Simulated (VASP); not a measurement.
Write the native input for VASP 6.6.1 that does the following.

| Property | Result |
| --- | --- |
| Task | single point |
| Functional | PBEsol |
| Potentials or basis | VASP PAW PBE potentials, release 64 (Ni) |
| Cutoff | 520 eV |
| k mesh | 22 × 22 × 22 |
| Occupations | gaussian, width 0.15 eV |
| Spin | collinear spin, ferromagnetic start |
| Starting moments | [0.81] μB |
| Dipole correction | no |
| Further INCAR settings | ALGO = Normal; EDIFF = 1e-07; NBANDS = 15 |

The structure of Ni lies in POSCAR:

```
Ni
1.0
    0.0000000000      1.6972320000      1.6972320000
    1.6972320000      0.0000000000      1.6972320000
    1.6972320000      1.6972320000      0.0000000000
Ni
1
Direct
    0.0000000000      0.0000000000      0.0000000000
```

This cell differs from its parent crystal: strain -0.040 along x and y, -0.040 along z.

One way to write it, as run:

INCAR

```
SYSTEM = Ni
PREC     = Accurate       ! precision mode
ENCUT    = 520            ! plane-wave cutoff, eV
EDIFF    = 1E-7           ! SCF threshold, eV
ISMEAR   = 0              ! smearing method
SIGMA    = 0.15           ! smearing width, eV
LREAL    = .False.        ! projectors in reciprocal space
LASPH    = .True.         ! aspherical terms in the spheres
NELM     = 150            ! most SCF steps
ALGO     = Normal         ! electronic algorithm
ISIF     = 2              ! what is computed and relaxed
LWAVE    = .False.        ! write WAVECAR
LCHARG   = .False.        ! write CHGCAR
ISPIN    = 2              ! spin polarisation
MAGMOM   = 0.81           ! initial moments
LORBIT   = 11             ! projections on sites
LMAXMIX  = 4              ! l up to which the mixer works
GGA      = PS             ! functional
NBANDS   = 15             ! bands
```

KPOINTS

```
regular mesh
0
Gamma
  22 22 22
  0 0 0
```

Potentials or basis: VASP PAW PBE potentials, release 64 (Ni).

The run is started by

```bash
$ cat potpaw_PBE.64/Ni/POTCAR > POTCAR
$ mpirun -np 1 vasp_std > vasp.out
```

Results of the run:

```yaml
Pressure: 15.8 GPa
Net_moment: 0.60 μB per cell
Site_moments: Ni +0.60 μB
Valence_electrons_inside_the_program's_atomic_spheres: Ni 9.53
```

Caveat: the cell differs from its parent crystal (strain -0.040 along x and y, -0.040 along z); the PAW data sets were made with another functional, which shifts forces and pressure a little.

It took 72 s on 1 thread of Intel Xeon 6975P-C, with other jobs on the host, peak memory 0.19 GiB.
